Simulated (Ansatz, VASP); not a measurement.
SnTe in VASP and in Ansatz

```
CELL_PARAMETERS angstrom
3.14424 3.14424 0.00000
-3.14424 3.14424 0.00000
0.00000 3.14424 3.14424
ATOMIC_POSITIONS crystal
Sn 0.00000 0.00000 0.00000
Te 0.50000 0.50000 0.00000
```

Alike in both runs: functional PBEsol; k mesh 10 × 10 × 10; occupations fermi-dirac, width 0.05 eV; no spin polarisation.

Ansatz relaxed the structure, and its values are those at the end. VASP's run is a single point on that final structure, the one shown.

```csv
,VASP,Ansatz
version,VASP 6.6.1,Ansatz 0.2.0
potentials or method,"VASP PAW PBE potentials, release 64 (Sn_d, Te)","PAW with Ansatz's default frozen-core files, scalar-relativistic"
plane-wave cutoff (eV),520,420
valence electrons in the cell,20,30
```

```tsv
	VASP	Ansatz	Ansatz less VASP
pressure (GPa)	0.0	0.0	+0.02
```

VASP's potentials were made for PBE, not for PBEsol. VASP's potentials hold 20 valence electrons a cell and Ansatz's 30, so a difference there can come from the potentials and not from the codes.

Spin-orbit coupling is off throughout.
